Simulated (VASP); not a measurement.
# ZrB2 (P6/mmm) in VASP: notebook

ZrB2 is run at these levels: PBE; tasks: single point, relaxation of cell and atoms.

Everything below comes from runs of VASP 6.6.1. Logs are shortened: lines on timing, memory, paths and dates and some standing lists are left out, and cuts for length are marked.

**1. The cell of the first run**

Symmetry: P6/mmm, No. 191, hexagonal system. The conventional cell has a = 3.171 Å, b = 3.171 Å, c = 3.542 Å, α = 90.00°, β = 90.00°, γ = 120.00°. Within 3.4 Å of Zr (site symmetry 6/mmm) lie 12 B at 2.55 Å and 6 Zr at 3.17 Å. Within 2.4 Å of B (site symmetry -6m2) lie 3 B at 1.83 Å.

**2. Single point, PBE**

Input file INCAR:

```
PREC = Accurate
ENCUT = 520
EDIFF = 1E-6
ISMEAR = 0
SIGMA = 0.1
LREAL = False
LASPH = True
NELM = 100
ALGO = Normal
ISIF = 2
LWAVE = False
LCHARG = True
GGA = PE
LELF = True
LVHAR = True
NBANDS = 16
```

Input file KPOINTS:

```
regular mesh
0
Gamma
  15 15 12
```

Input file POSCAR:

```
ZrB2
1.0
    3.1708755064      0.0000000000      0.0000000000
   -1.5854377532      2.7460587408      0.0000000000
    0.0000000000      0.0000000000      3.5424844312
Zr B
1 2
Direct
    0.0000000000      0.0000000000      0.0000000000
    0.3333333333      0.6666666667      0.5000000000
    0.6666666667      0.3333333333      0.5000000000
```

Potentials or basis: VASP PAW PBE potentials, release 64 (Zr_sv, B).

The run is started by

```sh
$ cat potpaw_PBE.64/Zr_sv/POTCAR potpaw_PBE.64/B/POTCAR > POTCAR
$ mpirun -np 1 vasp_std > vasp.out
```

OUTCAR:

```text
PREC = Accurate
   ENCUT = 520
   EDIFF = 1E-6
   ISMEAR = 0
   LREAL = False
   LASPH = True
   NELM = 100
   ISIF = 2
   GGA = PE

 ion  position               nearest neighbor table
   1  0.000  0.000  0.000-   2 2.55   3 2.55   2 2.55   3 2.55   3 2.55   3 2.55   2 2.55   2 2.55
                             3 2.55   3 2.55   2 2.55   2 2.55
   2  0.333  0.667  0.500-   3 1.83   3 1.83   3 1.83   1 2.55   1 2.55   1 2.55   1 2.55   1 2.55
                             1 2.55
   3  0.667  0.333  0.500-   2 1.83   2 1.83   2 1.83   1 2.55   1 2.55   1 2.55   1 2.55   1 2.55
                             1 2.55

  LATTYP: Found a hexagonal cell.
 ALAT       =     3.1708755064
 C/A-ratio  =     1.1171944228

  Lattice vectors:

 A1 = (   3.1708755064,   0.0000000000,   0.0000000000)
 A2 = (  -1.5854377532,   2.7460587408,   0.0000000000)
 A3 = (   0.0000000000,   0.0000000000,   3.5424844312)

Analysis of symmetry for initial positions (statically):
=====================================================================
 Subroutine PRICEL returns:
 Original cell was already a primitive cell.

 Routine SETGRP: Setting up the symmetry group for a
 hexagonal supercell.

 Subroutine GETGRP returns: Found 24 space group operations
 (whereof 24 operations were pure point group operations)
 out of a pool of 24 trial point group operations.

The static configuration has the point symmetry D_6h.

Analysis of symmetry for dynamics (positions and initial velocities):
=====================================================================
 Subroutine PRICEL returns:
 Original cell was already a primitive cell.

 Routine SETGRP: Setting up the symmetry group for a
 hexagonal supercell.

 Subroutine GETGRP returns: Found 24 space group operations
 (whereof 24 operations were pure point group operations)
 out of a pool of 24 trial point group operations.

The dynamic configuration has the point symmetry D_6h.

 Subroutine INISYM returns: Found 24 space group operations
 (whereof 24 operations are pure point group operations),
 and found     1 'primitive' translations

----------------------------------------------------------------------------------------

                                     Primitive cell

  volume of cell :      30.8459

  direct lattice vectors                    reciprocal lattice vectors
     3.170875506  0.000000000  0.000000000     0.315370313  0.182079135  0.000000000
    -1.585437753  2.746058741  0.000000000     0.000000000  0.364158270  0.000000000
     0.000000000  0.000000000  3.542484431     0.000000000  0.000000000  0.282287761

  length of vectors
[... 90 lines left out ...]
   ISIF   =      2    stress and relaxation
   ISYM   =      2    0-nonsym 1-usesym 2-fastsym
   POTIM  = 0.5000    time-step for ionic-motion
   TEBEG  =    0.0;   TEEND  =   0.0 temperature during run
   PSTRESS=    0.0 pullay stress
   NELECT =      18.0000    total number of electrons
   NUPDOWN=      -1.0000    fix difference up-down
   EMIN   =  10.00;   EMAX   =-10.00  energy-range for DOS
   EFERMI =   0.00;   METHOD = LEGACY
   ISMEAR =     0;   SIGMA  =   0.10  broadening in eV -4-tet -1-fermi 0-gaus
   EFERMI_NEDOS =   21; number of points for ismear=-14 and -15
   IALGO  =     38    algorithm
   IMIX   =      4    mixing-type and parameters
     AMIX     =   0.40;   BMIX     =  1.00
     AMIX_MAG =   1.60;   BMIX_MAG =  1.00
  volume/ion in A,a.u.               =      10.28        69.39
  Fermi-wavevector in a.u.,A,eV,Ry     =   1.368044  2.585228 25.463901  1.871544
  Thomas-Fermi vector in A             =   2.494043
   LORBIT       =      0    0 simple, 1 ext, 2 COOP (PROOUT), +10 PAW based schemes
   GGA     = PE    functional components
   LHFCALC =     F    Hartree Fock is set to
   AEXX    =    0.0000 exact exchange contribution
   IVDW    =     0    specifies the selected vdW correction
   LEPSILON=     F    determine dielectric tensor
   LRPA    =     F    only Hartree local field effects (RPA)
 non-spin polarized calculation
 Gauss-broadening in eV      SIGMA  =   0.10
  energy-cutoff  :      520.00
  volume of cell :       30.85
 maximum number of plane-waves:       852
 NGX is ok and might be reduce to    24
   NGX = 11   NGY = 11   NGZ = 13

 number of electron      18.0000000 magnetization

 Free energy of the ion-electron system (eV)
  ---------------------------------------------------
  ext. energy  EPLUGINS =         0.00000000
  ---------------------------------------------------
  free energy    TOTEN  =       -24.97926351 eV

  energy without entropy =      -24.97815830  energy(sigma->0) =      -24.97871090

 E-fermi :  10.4843     XC(G=0): -12.4278

 val. band max:       10.4744824319   @ k =   0.0667   0.0667   0.4167
 cond. band min:      10.5064208254   @ k =   0.1333   0.1333   0.2500
 fundamental gap:      0.0319383934
 Fermi energy:        10.4842702942

 k-point     1 :       0.0000    0.0000    0.0000
  band No.  band energies     occupation
      1     -38.1559      2.00000
      2     -16.3432      2.00000
      3     -15.7882      2.00000
      4     -15.7882      2.00000
      5      -2.2286      2.00000
      6       7.8820      2.00000
[... 433 lines left out ...]
      3     -16.2119      2.00000
      4     -16.1567      2.00000
      5       2.1590      2.00000
      6       2.2401      2.00000
[... 8 lines left out ...]
     15      19.8362      0.00000
     16      20.0851      0.00000

 [... further k-points ...]

------------------------ aborting loop because EDIFF is reached ----------------------------------------

  FORCE on cell =-STRESS in cart. coord.  units (eV):
  Direction    XX          YY          ZZ          XY          YZ          ZX
  --------------------------------------------------------------------------------------
  -------------------------------------------------------------------------------------
  Total        0.0277721      0.0277721      0.0351641      0.0000000     -0.0000000     -0.0000000
  in kB        1.4425230      1.4425230      1.8264748      0.0000000     -0.0000000     -0.0000000
  external PRESSURE =       1.5705070 kB  Pullay stress =       0.0000000 kB

 VOLUME and BASIS-vectors are now :
 -----------------------------------------------------------------------------
  energy-cutoff  :      520.00
  volume of cell :       30.85
      direct lattice vectors                 reciprocal lattice vectors
     3.170875506  0.000000000  0.000000000     0.315370313  0.182079135  0.000000000
    -1.585437753  2.746058741  0.000000000     0.000000000  0.364158270  0.000000000
     0.000000000  0.000000000  3.542484431     0.000000000  0.000000000  0.282287761

 POSITION                                       TOTAL-FORCE (eV/Angst)
 -----------------------------------------------------------------------------------
      0.00000      0.00000      0.00000        -0.000000      0.000000     -0.000000
     -0.00000      1.83071      1.77124         0.000000      0.000000      0.000000
      1.58544      0.91535      1.77124        -0.000000      0.000000     -0.000000
 -----------------------------------------------------------------------------------
    total drift:                               -0.000000      0.000000      0.000000

  FREE ENERGIE OF THE ION-ELECTRON SYSTEM (eV)
  ---------------------------------------------------
  free  energy   TOTEN  =       -24.9792635101 eV

  energy  without entropy=      -24.9781582950  energy(sigma->0) =      -24.97871090
```

OSZICAR:

```text
N       E                     dE             d eps       ncg     rms          rms(c)
DAV:   1     0.102135463983E+03    0.10214E+03   -0.96787E+03  6056   0.112E+03
DAV:   2    -0.235587565205E+02   -0.12569E+03   -0.12097E+03  7928   0.291E+02
DAV:   3    -0.276032427496E+02   -0.40445E+01   -0.40280E+01  9360   0.448E+01
DAV:   4    -0.276620443791E+02   -0.58802E-01   -0.58789E-01  7240   0.500E+00
DAV:   5    -0.276634796774E+02   -0.14353E-02   -0.14353E-02  9208   0.508E-01    0.214E+01
DAV:   6    -0.250244949902E+02    0.26390E+01   -0.59119E+00  7808   0.161E+01    0.857E+00
DAV:   7    -0.249804120949E+02    0.44083E-01   -0.59381E-01  8336   0.486E+00    0.316E+00
DAV:   8    -0.249834490134E+02   -0.30369E-02   -0.94343E-02  7200   0.244E+00    0.394E-01
DAV:   9    -0.249796288980E+02    0.38201E-02   -0.20258E-02  7520   0.104E+00    0.219E-01
DAV:  10    -0.249792582155E+02    0.37068E-03   -0.19630E-03  7128   0.401E-01    0.357E-02
DAV:  11    -0.249792657107E+02   -0.74952E-05   -0.67682E-05  7544   0.792E-02    0.115E-02
DAV:  12    -0.249792634663E+02    0.22445E-05   -0.30516E-06  7400   0.146E-02    0.609E-03
DAV:  13    -0.249792635101E+02   -0.43830E-07   -0.27641E-07  3840   0.529E-03
   1 F= -.24979264E+02 E0= -.24978711E+02  d E =-.110522E-02
```

stdout:

```text
POSCAR found type information on POSCAR ZrB
 POSCAR found :  2 types and       3 ions
 scaLAPACK will be used
 LDA part: xc-table for (Slater+PW92), standard interpolation
 POSCAR, INCAR and KPOINTS ok, starting setup
 FFT: planning ... GRIDC
 FFT: planning ... GRID_SOFT
 FFT: planning ... GRID
 WAVECAR not read
 entering main loop
```

Run time: 86 s. Hardware: 1 thread of AMD EPYC 7R43 (Zen 3), shared host; peak memory 0.17 GiB.

Results:

```
Free energy            : -24.9793 eV
Pressure               : 0.2 GPa
Band gap on the k mesh : zero (band 9 reaches 11.27 eV, above the bottom of band 10 at 10.26 eV)
```

Levels at points of the mesh, in eV from the Fermi level:
```csv
k point,band 7,band 8,band 9,band 10,band 11,band 12
"(0.00, 0.00, 0.00)",-2.60,-2.58,-2.36,3.39,3.39,4.15
"(0.00, 0.00, 0.50)",-0.95,-0.95,0.35,0.35,0.78,0.78
```

**3. Relaxation of cell and atoms, PBE**

Input file INCAR:

```
SYSTEM = ZrB2
PREC = Accurate
ENCUT = 600
EDIFF = 1E-7
ISMEAR = 0
SIGMA = 0.1
LREAL = .FALSE.
LASPH = .TRUE.
NELM = 100
ALGO = Normal
ISIF = 3
LWAVE = .FALSE.
LCHARG = .FALSE.
GGA = PE
IBRION = 2
NSW = 100
EDIFFG = -0.005
```

Input file KPOINTS:

```
regular mesh
0
G
  15 15 12
  0 0 0
```

Input file POSCAR:

```
ZrB2
1.0
    3.1675246616      0.0000000000      0.0000000000
   -1.5837623308      2.7431568240      0.0000000000
    0.0000000000      0.0000000000      3.5523880600
Zr B
1 2
Direct
    0.0000000000      0.0000000000      0.0000000000
    0.3333333300      0.6666666700      0.5000000000
    0.6666666700      0.3333333300      0.5000000000
```

Potentials or basis: VASP PAW PBE potentials, release 64 (Zr_sv, B).

The run is started by

```sh
$ cat potpaw_PBE.64/Zr_sv/POTCAR potpaw_PBE.64/B/POTCAR > POTCAR
$ mpirun -np 1 vasp_std > vasp.out
```

Wall time 4.7 min (1 thread of AMD EPYC 7R43 (Zen 3), shared host); peak memory 0.19 GiB.

Results (log left out):

```
Free energy               : -24.9810 eV
Energy gained by relaxing : 0.1 meV/atom
Ionic steps               : 5
Pressure after relaxing   : 0.0 GPa
Band gap on the k mesh    : zero (band 9 reaches 11.27 eV, above the bottom of band 10 at 10.25 eV)
```

Step by step:
```
step  energy change (eV)  largest force (eV/Å)  pressure (GPa)  volume (Å³)
   1              0.0000                0.0000            0.05        30.87
   2             -0.0003                0.0000           -0.11        30.88
   3             -0.0003                0.0000           -0.11        30.88
   4             -0.0003                0.0000            0.12        30.85
   5             -0.0003                0.0000            0.01        30.86
```

Final structure:
```
Zr B
1.0
     3.17137    0.00000    0.00000
    -1.58569    2.74649    0.00000
     0.00000    0.00000    3.54353
Zr B
1 2
Cartesian
  -1.5857 2.7465 0.0000
  0.0000 1.8310 1.7718
  1.5857 0.9155 1.7718
```

Levels at points of the mesh, in eV from the Fermi level:
```
           k point  band 5  band 6  band 7  band 8  band 9  band 10  band 11  band 12  band 13
(0.00, 0.00, 0.00)  -12.71   -2.60   -2.60   -2.58   -2.37     3.39     3.39     4.14     4.14
(0.00, 0.00, 0.50)  -10.71   -6.95   -0.95   -0.95    0.36     0.36     0.78     0.78     1.79
```

**4. Single point, PBE**

Input file INCAR:

```
SYSTEM = ZrB2
PREC = Accurate
ENCUT = 500
EDIFF = 1E-6
ISMEAR = 0
SIGMA = 0.1
LREAL = .FALSE.
LASPH = .TRUE.
NELM = 120
ALGO = Normal
ISIF = 2
LWAVE = .FALSE.
LCHARG = .FALSE.
GGA = PE
NBANDS = 16
GGA_COMPAT = .FALSE.
```

Input file KPOINTS:

```
regular mesh
0
G
  6 6 6
  0 0 0
```

POSCAR is that of step 3.

Potentials or basis: VASP PAW PBE potentials, release 64 (Zr_sv, B).

The run is started by

```sh
$ cat potpaw_PBE.64/Zr_sv/POTCAR potpaw_PBE.64/B/POTCAR > POTCAR
$ mpirun -np 1 vasp_std > vasp.out
```

OUTCAR:

```text
SYSTEM = ZrB2
   PREC = Accurate
   ENCUT = 500
   EDIFF = 1E-6
   ISMEAR = 0
   LREAL = .FALSE.
   LASPH = .TRUE.
   NELM = 120
   ISIF = 2
   GGA = PE

 ion  position               nearest neighbor table
   1  0.000  0.000  0.000-   2 2.55   3 2.55   2 2.55   3 2.55   2 2.55   2 2.55   3 2.55   3 2.55
                             3 2.55   3 2.55   2 2.55   2 2.55
   2  0.333  0.667  0.500-   3 1.83   3 1.83   3 1.83   1 2.55   1 2.55   1 2.55   1 2.55   1 2.55
                             1 2.55
   3  0.667  0.333  0.500-   2 1.83   2 1.83   2 1.83   1 2.55   1 2.55   1 2.55   1 2.55   1 2.55
                             1 2.55

  LATTYP: Found a hexagonal cell.
 ALAT       =     3.1675246616
 C/A-ratio  =     1.1215028893

  Lattice vectors:

 A1 = (   3.1675246616,   0.0000000000,   0.0000000000)
 A2 = (  -1.5837623308,   2.7431568240,   0.0000000000)
 A3 = (   0.0000000000,   0.0000000000,   3.5523880600)

Analysis of symmetry for initial positions (statically):
=====================================================================
 Subroutine PRICEL returns:
 Original cell was already a primitive cell.

 Routine SETGRP: Setting up the symmetry group for a
 hexagonal supercell.

 Subroutine GETGRP returns: Found 24 space group operations
 (whereof 24 operations were pure point group operations)
[... 165 lines left out ...]
  energy without entropy =      -24.91985203  energy(sigma->0) =      -24.92263145

 E-fermi :  10.1003     XC(G=0): -12.4241

 val. band max:       10.0130793804   @ k =   0.1667   0.1667   0.1667
 cond. band min:      10.1550182950   @ k =   0.1667   0.1667   0.1667
 fundamental gap:      0.1419389146
 Fermi energy:        10.1003211188

 k-point     1 :       0.0000    0.0000    0.0000
  band No.  band energies     occupation
      1     -38.1661      2.00000
      2     -16.3711      2.00000
      3     -15.7857      2.00000
      4     -15.7857      2.00000
      5      -2.2432      2.00000
      6       7.8918      2.00000
[... 433 lines left out ...]
      3     -16.4483      2.00000
      4     -15.9137      2.00000
      5       0.2370      2.00000
      6       4.5979      2.00000
[... 8 lines left out ...]
     15      18.8925      0.00000
     16      22.0895      0.00000

 [... further k-points ...]
[... 5 lines left out ...]
  --------------------------------------------------------------------------------------
  -------------------------------------------------------------------------------------
  Total        0.2467760      0.2467760     -0.3093235      0.0000000      0.0000000      0.0000000
  in kB       12.8092143     12.8092143    -16.0558197      0.0000000      0.0000000      0.0000000
  external PRESSURE =       3.1875363 kB  Pullay stress =       0.0000000 kB

 VOLUME and BASIS-vectors are now :
 -----------------------------------------------------------------------------
  energy-cutoff  :      500.00
  volume of cell :       30.87
      direct lattice vectors                 reciprocal lattice vectors
     3.167524662  0.000000000  0.000000000     0.315703935  0.182271752  0.000000000
    -1.583762331  2.743156824  0.000000000     0.000000000  0.364543504  0.000000000
     0.000000000  0.000000000  3.552388060     0.000000000  0.000000000  0.281500777

 POSITION                                       TOTAL-FORCE (eV/Angst)
 -----------------------------------------------------------------------------------
      0.00000      0.00000      0.00000         0.000000      0.000000      0.000000
     -0.00000      1.82877      1.77619        -0.000000      0.000000      0.000000
      1.58376      0.91439      1.77619         0.000000     -0.000000     -0.000000
 -----------------------------------------------------------------------------------
    total drift:                                0.000000     -0.000000     -0.000000

  FREE ENERGIE OF THE ION-ELECTRON SYSTEM (eV)
  ---------------------------------------------------
  free  energy   TOTEN  =       -24.9254108672 eV

  energy  without entropy=      -24.9198520348  energy(sigma->0) =      -24.92263145
```

stdout:

```text
POSCAR found type information on POSCAR ZrB
 POSCAR found :  2 types and       3 ions
 scaLAPACK will be used
 LDA part: xc-table for (Slater+PW92), standard interpolation
 POSCAR, INCAR and KPOINTS ok, starting setup
 FFT: planning ... GRIDC
 FFT: planning ... GRID_SOFT
 FFT: planning ... GRID
 WAVECAR not read
 entering main loop
```

Run time: 20 s. Hardware: 1 thread of Intel Xeon Platinum 8259CL at 2.50GHz (Skylake/Cascade Lake), shared host; peak memory 0.14 GiB.

Results:

```
Free energy            : -24.9254 eV
Pressure               : 0.3 GPa
Band gap on the k mesh : zero (band 9 reaches 11.29 eV, above the bottom of band 10 at 10.15 eV)
```

Stress tensor (GPa, compression positive):
```
 1.28  0.00  0.00
 0.00  1.28  0.00
 0.00  0.00 -1.61
```

Caveat: the k points lie up to 0.38 Å⁻¹ apart.

**5. Summary**

```csv
task,cell,k mesh,cutoff (eV),gap on the mesh (eV),pressure (GPa)
single point,"a = 3.171, b = 3.171, c = 3.542 Å, angles 90.0, 90.0, 120.0°, 3 atoms",15 × 15 × 12,520,none,0.2
relaxation of cell and atoms,"relaxed from a = 3.168, b = 3.168, c = 3.552 Å, angles 90.0, 90.0, 120.0°, 3 atoms",15 × 15 × 12,600,none,0.0
single point,"a = 3.168, b = 3.168, c = 3.552 Å, angles 90.0, 90.0, 120.0°, 3 atoms",6 × 6 × 6,500,none,0.3
```

Alike in all rows: level PBE; potentials or basis VASP PAW PBE potentials, release 64 (Zr_sv, B); no spin polarisation; smearing gaussian 0.1 eV.

Caveats: some runs use coarse meshes.

Total energies depend on the potentials used, so only differences within one code and one set of settings carry meaning.
